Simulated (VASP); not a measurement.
# BiCl6 (R-3) in VASP: further runs

BiCl6 is run at these levels: PBE; tasks: single point, relaxation of cell and atoms.

Everything below comes from runs of VASP 6.6.1. Logs are shortened: lines on timing, memory, paths and dates and some standing lists are left out, and cuts for length are marked.

## 1. The cell of the first run

The structure is trigonal, space group R-3 (No. 148). The conventional cell has a = 6.914 Å, b = 6.914 Å, c = 18.499 Å, α = 90.00°, β = 90.00°, γ = 120.00°. Bi (site symmetry -3) has 6 Cl at 2.52 Å within 3.3 Å. Within 3.3 Å of Cl (site symmetry 1) lie 1 Bi at 2.52 Å.

## 2. Single point, PBE

INCAR reads:

```
SYSTEM = BiCl6
ALGO     = Normal         ! electronic algorithm
EDIFF    = 1E-6           ! SCF threshold, eV
ENCUT    = 520            ! plane-wave cutoff, eV
GGA      = PE             ! functional
ISIF     = 2              ! what is computed and relaxed
ISMEAR   = 0              ! smearing method
LASPH    = .True.         ! aspherical terms in the spheres
LCHARG   = .False.        ! write CHGCAR
LREAL    = .False.        ! projectors in reciprocal space
LWAVE    = .False.        ! write WAVECAR
NBANDS   = 38             ! bands
NELM     = 80             ! most SCF steps
PREC     = Accurate       ! precision mode
SIGMA    = 0.1            ! smearing width, eV
```

KPOINTS reads:

```
k-points
0
Gamma
  3 3 3
  0 0 0
```

POSCAR reads:

```
BiCl6
1.0
    3.4571635643      1.9959943145      6.1663063648
   -3.4571635643      1.9959943145      6.1663063648
    0.0000000000     -3.9919886290      6.1663063648
Bi Cl
1 6
Direct
    0.0000000000      0.0000000000      0.0000000000
    0.3831262260      0.0625352974      0.7909484991
    0.7909484991      0.3831262260      0.0625352974
    0.0625352974      0.7909484991      0.3831262260
    0.6168737740      0.9374647026      0.2090515009
    0.2090515009      0.6168737740      0.9374647026
    0.9374647026      0.2090515009      0.6168737740
```

Potentials or basis: VASP PAW PBE potentials, release 64 (Bi_d, Cl).

Launch:

```console
$ cat potpaw_PBE.64/Bi_d/POTCAR potpaw_PBE.64/Cl/POTCAR > POTCAR
$ mpirun -np 1 vasp_std > vasp.out
```

OUTCAR:

```text
SYSTEM = BiCl6
   EDIFF = 1E-6
   ENCUT = 520
   GGA = PE
   ISIF = 2
   ISMEAR = 0
   LASPH = .True.
   LREAL = .False.
   NELM = 80
   PREC = Accurate

 ion  position               nearest neighbor table
   1  0.000  0.000  0.000-   3 2.52   6 2.52   5 2.52   2 2.52   4 2.52   7 2.52
   2  0.383  0.063  0.791-   1 2.52
   3  0.791  0.383  0.063-   1 2.52
   4  0.063  0.791  0.383-   1 2.52
   5  0.617  0.937  0.209-   1 2.52
   6  0.209  0.617  0.937-   1 2.52
   7  0.937  0.209  0.617-   1 2.52

  LATTYP: Found a trigonal (rhomboedric) cell.
 ALAT       =     7.3456999257
 COS(alpha) =     0.5570002475

  Lattice vectors:

 A1 = (   3.4571635643,   1.9959943145,   6.1663063648)
 A2 = (  -3.4571635643,   1.9959943145,   6.1663063648)
 A3 = (   0.0000000000,  -3.9919886290,   6.1663063648)

Analysis of symmetry for initial positions (statically):
=====================================================================
 Subroutine PRICEL returns:
 Original cell was already a primitive cell.

 Routine SETGRP: Setting up the symmetry group for a
 trigonal (rhombohedral) supercell.

 Subroutine GETGRP returns: Found  6 space group operations
 (whereof  6 operations were pure point group operations)
 out of a pool of 12 trial point group operations.

The static configuration has the point symmetry S_6 .

Analysis of symmetry for dynamics (positions and initial velocities):
=====================================================================
 Subroutine PRICEL returns:
 Original cell was already a primitive cell.

 Routine SETGRP: Setting up the symmetry group for a
 trigonal (rhombohedral) supercell.

 Subroutine GETGRP returns: Found  6 space group operations
 (whereof  6 operations were pure point group operations)
 out of a pool of 12 trial point group operations.

The dynamic configuration has the point symmetry S_6 .

 Subroutine INISYM returns: Found  6 space group operations
 (whereof  6 operations are pure point group operations),
 and found     1 'primitive' translations

----------------------------------------------------------------------------------------

                                     Primitive cell

  volume of cell :     255.3028

  direct lattice vectors                    reciprocal lattice vectors
     3.457163564  1.995994315  6.166306365     0.144627233  0.083500572  0.054057212
    -3.457163564  1.995994315  6.166306365    -0.144627233  0.083500572  0.054057212
     0.000000000 -3.991988629  6.166306365     0.000000000 -0.167001144  0.054057212

  length of vectors
     7.345699926  7.345699926  7.345699926     0.175532231  0.175532231  0.175532231

  position of ions in fractional coordinates (direct lattice)
     0.000000000  0.000000000  0.000000000
     0.383126226  0.062535297  0.790948499
     0.790948499  0.383126226  0.062535297
     0.062535297  0.790948499  0.383126226
     0.616873774  0.937464703  0.209051501
     0.209051501  0.616873774  0.937464703
     0.937464703  0.209051501  0.616873774

  ion indices of the primitive-cell ions
   primitive index   ion index
                 1           1
                 2           2
                 3           3
                 4           4
                 5           5
                 6           6
                 7           7

----------------------------------------------------------------------------------------

 KPOINTS: k-points

Automatic generation of k-mesh.
 Grid dimensions read from file:
 generate k-points for:    3    3    3

 Generating k-lattice:

  Cartesian coordinates                     Fractional coordinates (reciprocal lattice)
     0.048209078  0.027833524  0.018019071     0.333333333 -0.000000000  0.000000000
    -0.048209078  0.027833524  0.018019071    -0.000000000  0.333333333  0.000000000
     0.000000000 -0.055667048  0.018019071     0.000000000  0.000000000  0.333333333

  Length of vectors
     0.058510744  0.058510744  0.058510744

  Shift w.r.t. Gamma in fractional coordinates (k-lattice)
     0.000000000  0.000000000  0.000000000

 Subroutine IBZKPT returns following result:
 ===========================================

 Found      6 irreducible k-points:

 Following reciprocal coordinates:
            Coordinates               Weight
  0.000000  0.000000  0.000000      1.000000
  0.333333  0.000000  0.000000      6.000000
  0.333333  0.333333  0.000000      6.000000
 -0.333333  0.333333  0.000000      6.000000
  0.333333  0.333333  0.333333      2.000000
 -0.333333  0.333333  0.333333      6.000000
   k-points           NKPTS =      6   k-points in BZ     NKDIM =      6   number of bands    NBANDS=     38
   number of dos      NEDOS =    301   number of ions     NIONS =      7
   total plane-waves  NPLWV = 175616
   dimension x,y,z NGX =    56 NGY =   56 NGZ =   56
   dimension x,y,z NGXF=   112 NGYF=  112 NGZF=  112
   ions per type =               1   6
   NGX,Y,Z   is equivalent  to a cutoff of  12.67, 12.67, 12.67 a.u.
   NGXF,Y,Z  is equivalent  to a cutoff of  25.35, 25.35, 25.35 a.u.
 SYSTEM =  BiCl6
   PREC   = accura    normal or accurate (medium, high low for compatibility)
   ISTART =      0    job   : 0-new  1-cont  2-samecut
   ICHARG =      2    charge: 1-file 2-atom 10-const
   ISPIN  =      1    spin polarized calculation?
   LNONCOLLINEAR =      F non collinear calculations
   LSORBIT =      F    spin-orbit coupling
   LASPH  =      T    aspherical Exc in radial PAW
   ENCUT  =  520.0 eV  38.22 Ry    6.18 a.u.  13.66 13.66 13.66*2*pi/ulx,y,z
   NELM   =     80;   NELMIN=  2; NELMDL= -5     # of ELM steps
   EDIFF  = 0.1E-05   stopping-criterion for ELM
   LREAL  =      F    real-space projection
   EDIFFG = 0.1E-04   stopping-criterion for IOM
   NSW    =      0    number of steps for IOM
   IBRION =     -1    ionic relax: 0-MD 1-quasi-New 2-CG
   NFREE  =      0    steps in history (QN), initial steepest desc. (CG)
   ISIF   =      2    stress and relaxation
   ISYM   =      2    0-nonsym 1-usesym 2-fastsym
   POTIM  = 0.5000    time-step for ionic-motion
   TEBEG  =    0.0;   TEEND  =   0.0 temperature during run
   PSTRESS=    0.0 pullay stress
   NELECT =      57.0000    total number of electrons
   NUPDOWN=      -1.0000    fix difference up-down
   EMIN   =  10.00;   EMAX   =-10.00  energy-range for DOS
   EFERMI =   0.00;   METHOD = LEGACY
   ISMEAR =     0;   SIGMA  =   0.10  broadening in eV -4-tet -1-fermi 0-gaus
   EFERMI_NEDOS =   21; number of points for ismear=-14 and -15
   IALGO  =     38    algorithm
   IMIX   =      4    mixing-type and parameters
     AMIX     =   0.40;   BMIX     =  1.00
     AMIX_MAG =   1.60;   BMIX_MAG =  1.00
  volume/ion in A,a.u.               =      36.47       246.12
  Fermi-wavevector in a.u.,A,eV,Ry     =   0.993149  1.876780 13.420049  0.986346
  Thomas-Fermi vector in A             =   2.125011
   LORBIT       =      0    0 simple, 1 ext, 2 COOP (PROOUT), +10 PAW based schemes
   GGA     = PE    functional components
   LHFCALC =     F    Hartree Fock is set to
   AEXX    =    0.0000 exact exchange contribution
   IVDW    =     0    specifies the selected vdW correction
   LEPSILON=     F    determine dielectric tensor
   LRPA    =     F    only Hartree local field effects (RPA)
 non-spin polarized calculation
 Gauss-broadening in eV      SIGMA  =   0.10
  energy-cutoff  :      520.00
  volume of cell :      255.30
 maximum number of plane-waves:      6879
 NGX is ok and might be reduce to    54
   NGX = 27   NGY = 27   NGZ = 27

 number of electron      57.0000005 magnetization

 Free energy of the ion-electron system (eV)
  ---------------------------------------------------
  ext. energy  EPLUGINS =         0.00000000
  ---------------------------------------------------
  free energy    TOTEN  =       -16.76203403 eV

  energy without entropy =      -16.67759130  energy(sigma->0) =      -16.71981266

 E-fermi :  -1.9639     XC(G=0):  -7.0410

 val. band max:       -1.9696853041   @ k =  -0.3333   0.3333   0.0000
 cond. band min:      -0.9019629013   @ k =   0.0000   0.0000   0.0000
 fundamental gap:      1.0677224029
 Fermi energy:        -1.9638804703

 k-point     1 :       0.0000    0.0000    0.0000
  band No.  band energies     occupation
      1     -24.1790      2.00000
      2     -24.1790      2.00000
      3     -24.0458      2.00000
      4     -24.0458      2.00000
      5     -24.0446      2.00000
      6     -16.2250      2.00000
[... 30 lines left out ...]
     37       8.2844      0.00000
     38       8.3267      0.00000

 k-point     2 :       0.3333    0.0000    0.0000
  band No.  band energies     occupation
      1     -24.1790      2.00000
      2     -24.1790      2.00000
      3     -24.0458      2.00000
      4     -24.0458      2.00000
      5     -24.0446      2.00000
      6     -16.1818      2.00000
[... 30 lines left out ...]
     37       8.0357      0.00000
     38       8.1859      0.00000

 k-point     3 :       0.3333    0.3333    0.0000
  band No.  band energies     occupation
      1     -24.1790      2.00000
      2     -24.1790      2.00000
      3     -24.0458      2.00000
      4     -24.0458      2.00000
      5     -24.0446      2.00000
      6     -16.1677      2.00000
[... 30 lines left out ...]
     37       8.0506      0.00000
     38       8.1290      0.00000

 k-point     4 :      -0.3333    0.3333    0.0000
  band No.  band energies     occupation
      1     -24.1790      2.00000
      2     -24.1790      2.00000
      3     -24.0458      2.00000
      4     -24.0458      2.00000
      5     -24.0446      2.00000
      6     -16.1515      2.00000
[... 30 lines left out ...]
     37       7.7548      0.00000
     38       7.9752      0.00000

 k-point     5 :       0.3333    0.3333    0.3333
  band No.  band energies     occupation
      1     -24.1790      2.00000
      2     -24.1790      2.00000
      3     -24.0458      2.00000
      4     -24.0458      2.00000
      5     -24.0446      2.00000
      6     -16.1833      2.00000
[... 30 lines left out ...]
     37       8.2807      0.00000
     38       8.3868      0.00000

 k-point     6 :      -0.3333    0.3333    0.3333
  band No.  band energies     occupation
      1     -24.1790      2.00000
      2     -24.1790      2.00000
      3     -24.0458      2.00000
      4     -24.0458      2.00000
      5     -24.0446      2.00000
      6     -16.1523      2.00000
[... 30 lines left out ...]
     37       7.8472      0.00000
     38       8.0588      0.00000

------------------------ aborting loop because EDIFF is reached ----------------------------------------

  FORCE on cell =-STRESS in cart. coord.  units (eV):
  Direction    XX          YY          ZZ          XY          YZ          ZX
  --------------------------------------------------------------------------------------
  -------------------------------------------------------------------------------------
  Total       -0.1722602     -0.1722602     -0.3435968     -0.0000000     -0.0000000      0.0000000
  in kB       -1.0810358     -1.0810358     -2.1562748     -0.0000000     -0.0000000      0.0000000
  external PRESSURE =      -1.4394488 kB  Pullay stress =       0.0000000 kB

 VOLUME and BASIS-vectors are now :
 -----------------------------------------------------------------------------
  energy-cutoff  :      520.00
  volume of cell :      255.30
      direct lattice vectors                 reciprocal lattice vectors
     3.457163564  1.995994315  6.166306365     0.144627233  0.083500572  0.054057212
    -3.457163564  1.995994315  6.166306365    -0.144627233  0.083500572  0.054057212
     0.000000000 -3.991988629  6.166306365     0.000000000 -0.167001144  0.054057212

 POSITION                                       TOTAL-FORCE (eV/Angst)
 -----------------------------------------------------------------------------------
      0.00000      0.00000      0.00000        -0.000000      0.000000     -0.000000
      1.10834     -2.26792      7.62532        -0.015429     -0.031808     -0.025514
      1.40991      2.09381      7.62532         0.035261      0.002542     -0.025514
     -2.51824      0.17411      7.62532        -0.019833      0.029266     -0.025514
     -1.10834      2.26792     10.87360         0.015429      0.031808      0.025514
     -1.40991     -2.09381     10.87360        -0.035261     -0.002542      0.025514
      2.51824     -0.17411     10.87360         0.019833     -0.029266      0.025514
 -----------------------------------------------------------------------------------
    total drift:                                0.000000      0.000000     -0.000000

  FREE ENERGIE OF THE ION-ELECTRON SYSTEM (eV)
  ---------------------------------------------------
  free  energy   TOTEN  =       -16.7620340253 eV

  energy  without entropy=      -16.6775913001  energy(sigma->0) =      -16.71981266
```

Wall time 58 s (1 thread of AMD EPYC 9R45 (Zen 5), shared host); peak memory 0.4 GiB.

What came out:

| Property | Result |
| --- | --- |
| Free energy | -16.7620 eV |
| Pressure | -0.1 GPa |
| Largest force | 0.044 eV/Å |

Forces in eV/Å, atoms in the order of the input:
```
Bi   0.000  0.000  0.000
Cl  -0.015 -0.032 -0.026
Cl   0.035  0.003 -0.026
Cl  -0.020  0.029 -0.026
Cl   0.015  0.032  0.026
Cl  -0.035 -0.003  0.026
Cl   0.020 -0.029  0.026
```

Caveat: the k points lie up to 0.37 Å⁻¹ apart; spin-orbit coupling is left out, which moves the levels of the heavy elements; an odd number of electrons without spin polarisation forces a metal; a magnetic or distorted state may lie lower.

## 3. Relaxation of cell and atoms, PBE

This run uses another cell than the first one, of 27.34 Å³/atom, 0.750 times its volume.

INCAR reads:

```
ALGO = Normal ; EDIFF = 1E-6
EDIFFG = -0.04 ; ENCUT = 600
GGA = PE ; IBRION = 2
ISIF = 3 ; ISMEAR = 0
LASPH = T ; LCHARG = F
LREAL = F ; LWAVE = F
NELM = 100 ; NSW = 90
PREC = Accurate ; SIGMA = 0.1
```

KPOINTS reads:

```
k-points
0
Gamma
  3 3 3
```

POSCAR reads:

```
BiCl6
1.0
    3.1157104400      1.7988562600      5.6909822500
   -3.1157104400      1.7988562600      5.6909822500
    0.0000000000     -3.5977125200      5.6909822500
Bi Cl
1 6
Direct
    0.0000000000      0.0000000000      0.0000000000
    0.3750000000      0.0800000000      0.7850000300
    0.7850000300      0.3750000000      0.0800000000
    0.0800000000      0.7850000300      0.3750000000
    0.6250000000      0.9200000000      0.2149999700
    0.2149999700      0.6250000000      0.9200000000
    0.9200000000      0.2149999700      0.6250000000
```

Potentials or basis: VASP PAW PBE potentials, release 64 (Bi_d, Cl).

Launch:

```console
$ cat potpaw_PBE.64/Bi_d/POTCAR potpaw_PBE.64/Cl/POTCAR > POTCAR
$ mpirun -np 1 vasp_std > vasp.out
```

It took 9.7 min on 1 thread of AMD EPYC 7R43 (Zen 3), shared host; peak memory 0.38 GiB.

The run converged. Its results:

```yaml
Free_energy: -16.7420 eV
Relaxed_volume: 34.65 Å³/atom
Relaxed_cell: a = 7.207 Å, b = 7.207 Å, c = 7.207 Å, α = 56.37°, β = 56.37°, γ = 56.37°
Space_group_after_relaxing_to_0.05_Å: R-3 (No. 148)
Energy_gained_by_relaxing: 304.7 meV/atom
Ionic_steps: 15
Pressure_after_relaxing: 0.1 GPa
Largest_force_after_relaxing: 0.016 eV/Å
```

Forces in eV/Å, atoms in the order of the input:
```
Bi   0.000  0.000  0.000
Cl   0.000 -0.016  0.005
Cl   0.013  0.008  0.005
Cl  -0.014  0.007  0.005
Cl   0.000  0.016 -0.005
Cl  -0.013 -0.008 -0.005
Cl   0.014 -0.007 -0.005
```

Step by step:
| step | energy change (eV) | largest force (eV/Å) | pressure (GPa) | volume (Å³) |
| --- | --- | --- | --- | --- |
| 1 | 0.0000 | 3.4812 | 14.59 | 191.38 |
| 2 | -1.0629 | 1.0989 | -4.12 | 268.93 |
| 3 | -2.1041 | 0.1344 | -0.19 | 228.24 |
| 4 | -2.1057 | 0.1012 | -0.03 | 227.41 |
| 5 | -2.1061 | 0.0776 | 0.12 | 226.65 |
| 6 | -2.1097 | 0.0692 | 0.11 | 227.22 |
| 7 | -2.1176 | 0.0526 | 0.07 | 228.91 |
| 8 | -2.1199 | 0.0682 | 0.00 | 232.25 |
| 9 | -2.1211 | 0.0546 | 0.02 | 230.99 |
| 10 | -2.1229 | 0.0275 | 0.13 | 231.67 |
| 11 | -2.1240 | 0.0330 | 0.29 | 232.65 |
| 12 | -2.1246 | 0.0314 | 0.28 | 233.10 |
| 13 | -2.1263 | 0.0272 | 0.24 | 234.43 |
| 14 | -2.1291 | 0.0198 | 0.18 | 237.12 |
| 15 | -2.1332 | 0.0163 | 0.05 | 242.55 |

Final structure:
```xyz
7
Lattice="3.4045 1.9656 6.0409 -3.4045 1.9656 6.0409 0.0000 -3.9311 6.0409" Properties=species:S:1:pos:R:3 pbc="T T T"
Bi    0.0000    0.0000    0.0000
Cl    1.0328   -2.1588    7.4915
Cl    1.3532    1.9738    7.4915
Cl   -2.3860    0.1849    7.4915
Cl   -1.0328    2.1588   10.6313
Cl   -1.3532   -1.9738   10.6313
Cl    2.3860   -0.1849   10.6313
```

Levels at points of the mesh, in eV from the Fermi level:
```csv
k point,band 25,band 26,band 27,band 28,band 29,band 30,band 31,band 32,band 33,band 34
"(0.00, 0.00, 0.00)",-0.22,-0.22,-0.15,-0.11,-0.11,1.07,5.95,6.04,6.04,7.41
```

Caveat: the k points lie up to 0.37 Å⁻¹ apart in the final cell; the volume moved by over 15 % at a fixed basis, so the end points are rough; spin-orbit coupling is left out, which moves the levels of the heavy elements; an odd number of electrons without spin polarisation forces a metal; a magnetic or distorted state may lie lower.
